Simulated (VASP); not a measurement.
## Mo2Se5: relaxation of cell and atoms with PBE

The system is Mo2Se5.

```xyz
7
Lattice="3.3559 0.0000 0.0000 -1.6780 2.9063 0.0000 0.0000 0.0000 15.5667" Properties=species:S:1:pos:R:3 pbc="T T T"
Mo    1.6780    0.9688   11.0882
Mo    0.0000    1.9376    4.4785
Se    0.0000    1.9376    9.4007
Se    0.0000    1.9376   12.7756
Se    1.6780    0.9688    6.1660
Se    1.6780    0.9688    2.7911
Se    0.0000    0.0000    0.0000
```

```
Program                : VASP 6.6.1
Task                   : relaxation of cell and atoms
Functional             : PBE
Potentials or basis    : VASP PAW PBE potentials, release 64 (Mo_sv, Se)
Cutoff                 : 600 eV
k mesh                 : 4 × 4 × 1
Occupations            : gaussian, width 0.15 eV
Spin                   : collinear spin
Starting moments       : [1.0, 1.0, 0.0, 0.0, 0.0, 0.0, 0.0] μB
Dipole correction      : no
Further INCAR settings : ALGO = Normal; EDIFF = 1e-06; IBRION = 2; EDIFFG = -0.08; NSW = 36; ISIF = 3
```

```yaml
Relaxed_volume: 22.13 Å³/atom
Relaxed_cell: a = 3.277 Å, b = 3.277 Å, c = 16.665 Å, α = 90.00°, β = 90.00°, γ = 120.00°
Space_group_after_relaxing_to_0.1_Å: P-3m1 (No. 164)
Energy_gained_by_relaxing: 24.4 meV/atom
Ionic_steps: 13
Pressure_after_relaxing: -0.2 GPa
Largest_force_after_relaxing: 0.042 eV/Å
Band_gap_on_the_k_mesh: zero (filled and empty bands overlap)
Net_moment: 0.00 μB per cell
Valence_electrons_inside_the_program's_atomic_spheres: Mo 12.40; Se 3.87, 3.85, 3.56 (each value once)
```

Forces on the atoms (eV/Å):
```
Mo   0.000  0.000 -0.026
Mo   0.000  0.000  0.026
Se   0.000  0.000  0.042
Se   0.000  0.000  0.016
Se   0.000  0.000 -0.042
Se   0.000  0.000 -0.016
Se   0.000  0.000  0.000
```

Stress tensor (GPa, compression positive):
```
-0.25  0.00  0.00
 0.00 -0.25  0.00
 0.00  0.00  0.02
```

The path:
| step | energy change (eV) | largest force (eV/Å) | pressure (GPa) | volume (Å³) |
| --- | --- | --- | --- | --- |
| 1 | 0.0000 | 0.5975 | -4.05 | 151.83 |
| 2 | 0.0313 | 0.9032 | 6.56 | 140.07 |
| 3 | -0.0981 | 0.1167 | 0.42 | 146.15 |
| 4 | -0.1253 | 0.1577 | 0.35 | 145.96 |
| 5 | -0.1267 | 0.2406 | 0.35 | 145.90 |
| 6 | -0.1352 | 0.2010 | 0.19 | 146.76 |
| 7 | -0.1433 | 0.3538 | -0.11 | 148.66 |
| 8 | -0.1478 | 0.3116 | -0.04 | 149.00 |
| 9 | -0.1582 | 0.1796 | 0.16 | 150.03 |
| 10 | -0.1648 | 0.1770 | 0.65 | 152.07 |
| 11 | -0.1682 | 0.1397 | 0.10 | 153.77 |
| 12 | -0.1687 | 0.1584 | -0.18 | 154.69 |
| 13 | -0.1705 | 0.0418 | -0.16 | 154.94 |

Final structure:
```
Mo Se
1.0
     3.27656    0.00000    0.00000
    -1.63828    2.83758    0.00000
     0.00000    0.00000   16.66468
Mo Se
2 5
Direct
  0.66667 0.33333 0.71218
  0.33333 0.66667 0.28782
  0.33333 0.66667 0.61079
  0.33333 0.66667 0.81327
  0.66667 0.33333 0.38921
  0.66667 0.33333 0.18673
  0.00000 0.00000 0.00000
```

Levels at points of the mesh, in eV from the Fermi level:
Spin up:
| k point | band 25 | band 26 | band 27 | band 28 | band 29 | band 30 | band 31 | band 32 |
| --- | --- | --- | --- | --- | --- | --- | --- | --- |
| (0.00, 0.00, 0.00) | -1.05 | -0.54 | -0.46 | 0.45 | 2.56 | 2.56 | 2.93 | 2.93 |
| (0.50, 0.00, 0.00) | -0.81 | -0.74 | -0.60 | -0.54 | 0.06 | 1.15 | 2.02 | 2.02 |
Spin down:
| k point | band 24 | band 25 | band 26 | band 27 | band 28 | band 29 | band 30 | band 31 | band 32 | band 33 |
| --- | --- | --- | --- | --- | --- | --- | --- | --- | --- | --- |
| (0.00, 0.00, 0.00) | -1.05 | -1.05 | -0.54 | -0.46 | 0.45 | 2.56 | 2.56 | 2.93 | 2.93 | 2.96 |
| (0.50, 0.00, 0.00) | -2.01 | -0.81 | -0.74 | -0.60 | -0.54 | 0.06 | 1.15 | 2.02 | 2.02 | 2.33 |

Wall time 8 min on 1 thread of Intel(R) Xeon(R) 6975P-C (Granite Rapids), with other jobs on the host, peak memory 0.39 GiB.

Caveat: the k points lie up to 0.55 Å⁻¹ apart in the final cell, too coarse for converged energies and pressures of a metal; this functional lacks dispersion, which binds layers or chains, so the pressure and a relaxed spacing across them are unreliable; the relaxation stopped at a loose force limit of 0.08 eV/Å, so its end isn't a converged minimum.
